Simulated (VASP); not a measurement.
AgCl, 2 atoms in the cell. It takes space group Fm-3m (No. 225, cubic). The conventional cell has a = 5.565 Å, b = 5.565 Å, c = 5.565 Å, α = 90.00°, β = 90.00°, γ = 90.00°. Ag (site symmetry m-3m) has 6 Cl at 2.78 Å within 3.7 Å. Cl (site symmetry m-3m) has 6 Ag at 2.78 Å within 3.7 Å.  This cell differs from its parent crystal: volume scaled by 1.01.

| Property | Result |
| --- | --- |
| Program | VASP 6.6.1 |
| Task | electric field gradients |
| Functional | LDA |
| Potentials or basis | VASP PAW LDA potentials, release 64 (Ag, Cl) |
| Cutoff | 520 eV |
| k mesh | 8 × 8 × 8 |
| Occupations | fermi-dirac, width 0.02 eV |
| Spin | no spin polarisation |
| Dipole correction | no |
| Further INCAR settings | ALGO = Normal; EDIFF = 1e-08; NBANDS = 16 |

Potentials or basis: VASP PAW LDA potentials, release 64 (Ag, Cl).

Launch:

```console
$ cat potpaw_LDA.64/Ag/POTCAR potpaw_LDA.64/Cl/POTCAR > POTCAR
$ mpirun -np 1 vasp_std > vasp.out
```

Hardware: 1 thread of Intel(R) Xeon(R) 6975P-C (Granite Rapids) (shared host).

Estimate the wall time of this run.

Wall time 8.1 s on 1 thread of Intel(R) Xeon(R) 6975P-C (Granite Rapids), with other jobs on the host, peak memory 0.15 GiB. Counts: scf iterations 12, k points 29.
